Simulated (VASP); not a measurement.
A run of VASP 6.6.1:

Contents of INCAR:

```
PREC     = Accurate       # precision mode
ENCUT    = 400            # plane-wave cutoff, eV
EDIFF    = 1E-6           # SCF threshold, eV
ISMEAR   = 0              # smearing method
SIGMA    = 0.1            # smearing width, eV
LREAL    = F              # projectors in reciprocal space
LASPH    = T              # aspherical terms in the spheres
NELM     = 120            # most SCF steps
ALGO     = Normal         # electronic algorithm
ISIF     = 2              # what is computed and relaxed
LWAVE    = F              # write WAVECAR
LCHARG   = F              # write CHGCAR
LDIPOL   = T            
IDIPOL   = 3            
DIPOL    = 0.5 0.5 0.292
GGA      = PE             # functional
NBANDS   = 40             # bands
GGA_COMPAT= F            
NELMDL   = -8
```

Contents of KPOINTS:

```
regular mesh
0
Gamma
  4 4 1
```

The input POSCAR:

```
Na4H
1.0
    7.2665054626      0.0000000000      0.0000000000
   -2.4221684875      6.8509270508      0.0000000000
    0.0000000000      0.0000000000     20.9665384335
Na H
8 2
Direct
    0.2500000000      0.2500000000      0.1907801811
    0.2500000000      0.7500000000      0.1907801811
    0.7500000000      0.2500000000      0.1907801811
    0.7500000000      0.7500000000      0.1907801811
    0.0000000000      0.0000000000      0.3322693660
    0.0000000000      0.5000000000      0.3322693660
    0.5000000000      0.0000000000      0.3322693660
    0.5000000000      0.5000000000      0.3322693660
   -0.0156768280      0.3333333333      0.4147817944
    0.3490101613      0.3333333333      0.4147817944
```

Potentials or basis: VASP PAW PBE potentials, release 64 (Na_pv, H).

Run with:

```console
$ cat potpaw_PBE.64/Na_pv/POTCAR potpaw_PBE.64/H/POTCAR > POTCAR
$ mpirun -np 1 vasp_std > vasp.out
```

Hardware: 1 thread of Intel(R) Xeon(R) 6975P-C (Granite Rapids), with other jobs on the host.

Task: How long does it take, and how much memory?

Result: Wall time 5.4 min on 1 thread of Intel(R) Xeon(R) 6975P-C (Granite Rapids), on a shared host, peak memory 0.73 GiB. Counts: scf iterations 28, k points 10.
